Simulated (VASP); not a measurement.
# ZnO (zincite) (P6_3mc) in VASP: a series of runs, part 2 of 2

VASP 6.6.1.

## Step 3: Single point, PBE+D4

This run uses another cell than the first one, of 12.02 Å³/atom, 1.021 times its volume.

Contents of INCAR:

```
SYSTEM = ZnO
PREC = Accurate
ENCUT = 520
EDIFF = 1E-6
ISMEAR = 0
SIGMA = 0.01
LREAL = .False.
LASPH = .True.
NELM = 100
ALGO = Normal
ISIF = 2
LWAVE = .False.
LCHARG = .False.
GGA = PE
IVDW = 13
NBANDS = 26
```

Contents of KPOINTS:

```
regular mesh
0
Gamma
  6 6 4
  0 0 0
```

Contents of POSCAR:

```
ZnO
1.0
    3.2523304225      0.0000000000      0.0000000000
   -1.6261652112      2.8166007673      0.0000000000
    0.0000000000      0.0000000000      5.2503605496
Zn O
2 2
Direct
    0.3333333333      0.6666666667      0.5000214129
    0.6666666667      0.3333333333      0.0000214129
    0.6666666667      0.3333333333      0.3789885871
    0.3333333333      0.6666666667      0.8789885871
```

Potentials or basis: VASP PAW PBE potentials, release 64 (Zn, O).

Run with:

```bash
$ cat potpaw_PBE.64/Zn/POTCAR potpaw_PBE.64/O/POTCAR > POTCAR
$ mpirun -np 1 vasp_std > vasp.out
```

OUTCAR:

```text
SYSTEM = ZnO
   PREC = Accurate
   ENCUT = 520
   EDIFF = 1E-6
   ISMEAR = 0
   LREAL = .False.
   LASPH = .True.
   NELM = 100
   ISIF = 2
   GGA = PE
   IVDW = 13

 ion  position               nearest neighbor table
   1  0.333  0.667  0.500-   3 1.98   3 1.98   3 1.98   4 1.99
   2  0.667  0.333  0.000-   4 1.98   4 1.98   4 1.98   3 1.99
   3  0.667  0.333  0.379-   1 1.98   1 1.98   1 1.98   2 1.99
   4  0.333  0.667  0.879-   2 1.98   2 1.98   2 1.98   1 1.99

  LATTYP: Found a hexagonal cell.
 ALAT       =     3.2523304225
 C/A-ratio  =     1.6143379877

  Lattice vectors:

 A1 = (   3.2523304225,   0.0000000000,   0.0000000000)
 A2 = (  -1.6261652112,   2.8166007673,   0.0000000000)
 A3 = (   0.0000000000,   0.0000000000,   5.2503605496)

Analysis of symmetry for initial positions (statically):
=====================================================================
 Subroutine PRICEL returns:
 Original cell was already a primitive cell.

 Routine SETGRP: Setting up the symmetry group for a
 hexagonal supercell.

 Subroutine GETGRP returns: Found 12 space group operations
 (whereof  6 operations were pure point group operations)
 out of a pool of 24 trial point group operations.

The static configuration has the point symmetry C_3v.
 The point group associated with its full space group is C_6v.

Analysis of symmetry for dynamics (positions and initial velocities):
=====================================================================
 Subroutine PRICEL returns:
 Original cell was already a primitive cell.

 Routine SETGRP: Setting up the symmetry group for a
 hexagonal supercell.

 Subroutine GETGRP returns: Found 12 space group operations
 (whereof  6 operations were pure point group operations)
 out of a pool of 24 trial point group operations.

The dynamic configuration has the point symmetry C_3v.
 The point group associated with its full space group is C_6v.

 Subroutine INISYM returns: Found 12 space group operations
 (whereof  6 operations are pure point group operations),
 and found     1 'primitive' translations

----------------------------------------------------------------------------------------

                                     Primitive cell

  volume of cell :      48.0960

  direct lattice vectors                    reciprocal lattice vectors
     3.252330423  0.000000000  0.000000000     0.307471834  0.177518946  0.000000000
    -1.626165211  2.816600767  0.000000000     0.000000000  0.355037892  0.000000000
     0.000000000  0.000000000  5.250360550     0.000000000  0.000000000  0.190463110

  length of vectors
     3.252330423  3.252330422  5.250360550     0.355037892  0.355037892  0.190463110

  position of ions in fractional coordinates (direct lattice)
     0.333333333  0.666666667  0.500021413
     0.666666667  0.333333333  0.000021413
     0.666666667  0.333333333  0.378988587
     0.333333333  0.666666667  0.878988587

  ion indices of the primitive-cell ions
   primitive index   ion index
                 1           1
                 2           2
                 3           3
                 4           4

----------------------------------------------------------------------------------------

 KPOINTS: regular mesh

Automatic generation of k-mesh.
 Grid dimensions read from file:
 generate k-points for:    6    6    4

 Generating k-lattice:

  Cartesian coordinates                     Fractional coordinates (reciprocal lattice)
     0.051245306  0.029586491  0.000000000     0.166666667 -0.000000000  0.000000000
     0.000000000  0.059172982  0.000000000     0.000000000  0.166666667  0.000000000
     0.000000000  0.000000000  0.047615778     0.000000000  0.000000000  0.250000000

  Length of vectors
     0.059172982  0.059172982  0.047615778

  Shift w.r.t. Gamma in fractional coordinates (k-lattice)
     0.000000000  0.000000000  0.000000000

 Subroutine IBZKPT returns following result:
 ===========================================

 Found     21 irreducible k-points:

 Following reciprocal coordinates:
            Coordinates               Weight
  0.000000  0.000000  0.000000      1.000000
  0.166667  0.000000  0.000000      6.000000
  0.333333  0.000000  0.000000      6.000000
  0.500000  0.000000  0.000000      3.000000
  0.166667  0.166667  0.000000      6.000000
  0.333333  0.166667  0.000000     12.000000
[... 13 lines left out ...]
  0.333333  0.166667  0.500000     12.000000
  0.333333  0.333333  0.500000      2.000000
   k-points           NKPTS =     21   k-points in BZ     NKDIM =     21   number of bands    NBANDS=     26
   number of dos      NEDOS =    301   number of ions     NIONS =      4
   total plane-waves  NPLWV =  23040
   dimension x,y,z NGX =    24 NGY =   24 NGZ =   40
   dimension x,y,z NGXF=    48 NGYF=   48 NGZF=   80
   ions per type =               2   2
   NGX,Y,Z   is equivalent  to a cutoff of  12.27, 12.27, 12.67 a.u.
   NGXF,Y,Z  is equivalent  to a cutoff of  24.54, 24.54, 25.33 a.u.
 SYSTEM =  ZnO
   PREC   = accura    normal or accurate (medium, high low for compatibility)
   ISTART =      0    job   : 0-new  1-cont  2-samecut
   ICHARG =      2    charge: 1-file 2-atom 10-const
   ISPIN  =      1    spin polarized calculation?
   LNONCOLLINEAR =      F non collinear calculations
   LSORBIT =      F    spin-orbit coupling
   LASPH  =      T    aspherical Exc in radial PAW
   ENCUT  =  520.0 eV  38.22 Ry    6.18 a.u.   6.05  6.05  9.76*2*pi/ulx,y,z
   NELM   =    100;   NELMIN=  2; NELMDL= -5     # of ELM steps
   EDIFF  = 0.1E-05   stopping-criterion for ELM
   LREAL  =      F    real-space projection
   EDIFFG = 0.1E-04   stopping-criterion for IOM
   NSW    =      0    number of steps for IOM
   IBRION =     -1    ionic relax: 0-MD 1-quasi-New 2-CG
   NFREE  =      0    steps in history (QN), initial steepest desc. (CG)
   ISIF   =      2    stress and relaxation
   ISYM   =      2    0-nonsym 1-usesym 2-fastsym
   POTIM  = 0.5000    time-step for ionic-motion
   TEBEG  =    0.0;   TEEND  =   0.0 temperature during run
   PSTRESS=    0.0 pullay stress
   NELECT =      36.0000    total number of electrons
   NUPDOWN=      -1.0000    fix difference up-down
   EMIN   =  10.00;   EMAX   =-10.00  energy-range for DOS
   EFERMI =   0.00;   METHOD = LEGACY
   ISMEAR =     0;   SIGMA  =   0.01  broadening in eV -4-tet -1-fermi 0-gaus
   EFERMI_NEDOS =   21; number of points for ismear=-14 and -15
   IALGO  =     38    algorithm
   IMIX   =      4    mixing-type and parameters
     AMIX     =   0.40;   BMIX     =  1.00
     AMIX_MAG =   1.60;   BMIX_MAG =  1.00
  volume/ion in A,a.u.               =      12.02        81.14
  Fermi-wavevector in a.u.,A,eV,Ry     =   1.486412  2.808912 30.061007  2.209422
  Thomas-Fermi vector in A             =   2.599702
   LORBIT       =      0    0 simple, 1 ext, 2 COOP (PROOUT), +10 PAW based schemes
   GGA     = PE    functional components
   LHFCALC =     F    Hartree Fock is set to
   AEXX    =    0.0000 exact exchange contribution
   IVDW    =    13    specifies the selected vdW correction
   LEPSILON=     F    determine dielectric tensor
   LRPA    =     F    only Hartree local field effects (RPA)
 non-spin polarized calculation
 Gauss-broadening in eV      SIGMA  =   0.01
  energy-cutoff  :      520.00
  volume of cell :       48.10
 maximum number of plane-waves:      1320
   NGX = 13   NGY = 13   NGZ = 19

 number of electron      36.0000032 magnetization

 Free energy of the ion-electron system (eV)
  ---------------------------------------------------
  ext. energy  EPLUGINS =         0.00000000
  ---------------------------------------------------
  free energy    TOTEN  =       -17.83789945 eV

  energy without entropy =      -17.83789945  energy(sigma->0) =      -17.83789945

 E-fermi :   1.1933     XC(G=0): -10.8558

 val. band max:        1.1164641916   @ k =   0.0000   0.0000   0.0000
 cond. band min:       1.8794136118   @ k =   0.0000   0.0000   0.0000
 fundamental gap:      0.7629494202
 Fermi energy:         1.1933016381

 k-point     1 :       0.0000    0.0000    0.0000
  band No.  band energies     occupation
      1     -16.8962      2.00000
      2     -16.1924      2.00000
      3      -4.5342      2.00000
      4      -4.5342      2.00000
      5      -4.4935      2.00000
      6      -4.4553      2.00000
[... 598 lines left out ...]
     25      16.7530      0.00000
     26      16.7535      0.00000

------------------------ aborting loop because EDIFF is reached ----------------------------------------

  DFT-D4 for vdW energy calculation

  Edisp (eV):   -0.94383

  FORCE on cell =-STRESS in cart. coord.  units (eV):
  Direction    XX          YY          ZZ          XY          YZ          ZX
  --------------------------------------------------------------------------------------
  -------------------------------------------------------------------------------------
  Total       0.31031     0.31031     0.31322     0.00000     0.00000     0.00000
  in kB      10.33699    10.33699    10.43385     0.00000     0.00000     0.00000
  external pressure =       10.37 kB  Pullay stress =        0.00 kB

 VOLUME and BASIS-vectors are now :
 -----------------------------------------------------------------------------
  energy-cutoff  :      520.00
  volume of cell :       48.10
      direct lattice vectors                 reciprocal lattice vectors
     3.252330423  0.000000000  0.000000000     0.307471834  0.177518946  0.000000000
    -1.626165211  2.816600767  0.000000000     0.000000000  0.355037892  0.000000000
     0.000000000  0.000000000  5.250360550     0.000000000  0.000000000  0.190463110

 POSITION                                       TOTAL-FORCE (eV/Angst)
 -----------------------------------------------------------------------------------
     -0.00000      1.87773      2.62529         0.000000      0.000000      0.001320
      1.62617      0.93887      0.00011        -0.000000      0.000000      0.001320
      1.62617      0.93887      1.98983         0.000000      0.000000     -0.001320
     -0.00000      1.87773      4.61501        -0.000000     -0.000000     -0.001320
 -----------------------------------------------------------------------------------
    total drift:                               -0.000000     -0.000001     -0.000583

  FREE ENERGIE OF THE ION-ELECTRON SYSTEM (eV)
  ---------------------------------------------------
  free  energy   TOTEN  =       -18.7817275157 eV

  energy  without entropy=      -18.7817275157  energy(sigma->0) =      -18.78172752
```

OSZICAR:

```text
N       E                     dE             d eps       ncg     rms          rms(c)
DAV:   1     0.299016865441E+03    0.29902E+03   -0.18189E+04  1108   0.202E+03
DAV:   2     0.104235824959E+02   -0.28859E+03   -0.26941E+03  1182   0.414E+02
DAV:   3    -0.205280229432E+02   -0.30952E+02   -0.30622E+02  1230   0.139E+02
DAV:   4    -0.210790256571E+02   -0.55100E+00   -0.55023E+00  1192   0.191E+01
DAV:   5    -0.210818097467E+02   -0.27841E-02   -0.27839E-02  1168   0.138E+00    0.145E+01
DAV:   6    -0.176627221888E+02    0.34191E+01   -0.65945E+00  1694   0.618E+01    0.885E+00
DAV:   7    -0.178770065620E+02   -0.21428E+00   -0.29937E+00  1138   0.171E+01    0.532E+00
DAV:   8    -0.178880758367E+02   -0.11069E-01   -0.51646E-01  1608   0.766E+00    0.166E+00
DAV:   9    -0.178350159556E+02    0.53060E-01   -0.10825E-01  1592   0.651E+00    0.299E-01
DAV:  10    -0.178377873963E+02   -0.27714E-02   -0.38236E-02  1104   0.135E+00    0.131E-01
DAV:  11    -0.178378637184E+02   -0.76322E-04   -0.58518E-04  1256   0.323E-01    0.366E-02
DAV:  12    -0.178378942586E+02   -0.30540E-04   -0.12589E-04  1312   0.316E-01    0.175E-02
DAV:  13    -0.178379047740E+02   -0.10515E-04   -0.28260E-05  1258   0.102E-01    0.199E-02
DAV:  14    -0.178378995655E+02    0.52085E-05   -0.15081E-05  1268   0.381E-02    0.220E-03
DAV:  15    -0.178378994543E+02    0.11116E-06   -0.23943E-06   966   0.140E-02
   1 F= -.18781728E+02 E0= -.18781728E+02  d E =-.178888E-29
```

Wall time 9.7 s (1 thread of Intel Xeon 6975P-C (Granite Rapids), shared host); peak memory 0.16 GiB.

What came out:

```
Free energy                : -18.7817 eV
Pressure                   : 1.0 GPa
Band gap on the k mesh     : 0.76 eV, direct
Dispersion energy per atom : -0.236 eV
```

## Step 4: Comparison with measurements

Step 2. A measured gap of ZnO is 3.37 eV (quoted in “Electronic structure of alkaline earth and post-transition metal oxides”, 2009, arxiv:0908.1581); the calculated 0.69 eV misses it by -2.68 eV. So large a miss can be the level of theory's own, or it may mean another phase, state or a wrong row. The value is that of PBEsol, without temperature or zero-point motion. Semilocal functionals fall short of measured gaps as a rule.

Step 3. A measured gap of ZnO is 3.37 eV (quoted in “Electronic structure of alkaline earth and post-transition metal oxides”, 2009, arxiv:0908.1581); the calculated 0.76 eV misses it by -2.61 eV. So large a miss can be the level of theory's own, or it may mean another phase, state or a wrong row. The value is that of PBE+D4, without temperature or zero-point motion. Semilocal functionals fall short of measured gaps as a rule.
